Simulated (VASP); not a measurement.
Runs of VASP 6.6.1 on As. The structure is that of space group Fd-3m (No. 227), or close to it. The cells are those of the table. 

```csv
spin,cell,k mesh,gap on the mesh (eV),pressure (GPa)
off,"a = 4.325 Å, angles 60.0°, 2 atoms",10 × 10 × 10,none,0.0
off,"a = 4.266 Å, angles 60.0°, 2 atoms",10 × 10 × 10,none,(b)
off,"a = 4.325 Å, angles 60.0°, 2 atoms",9 × 9 × 9,none,(a)
off,"a = 4.382 Å, angles 60.0°, 2 atoms",10 × 10 × 10,none,-1.7
off,"a = 4.437 Å, angles 60.0°, 2 atoms",10 × 10 × 10,none,-3.1
off,"a = 4.206 Å, angles 60.0°, 2 atoms",10 × 10 × 10,none,4.5
"non-collinear, zero start, SOC","a = 4.325 Å, angles 60.0°, 2 atoms",9 × 9 × 9,-,0.2
off,"a = 4.491 Å, angles 60.0°, 2 atoms",10 × 10 × 10,none,-4.3
```

Alike in all rows: task single point; level PBE; potentials or basis VASP PAW PBE potentials, release 64 (As); cutoff (eV) 520; smearing fermi-dirac 0.1 eV.

Question: Estimate the missing entries.

Answer: (a) 0.1; (b) 2.0.

A k mesh can miss the band edges, and rows without SOC leave out spin-orbit coupling on As.

A gap of «none» marks levels without a gap at the run's occupations.
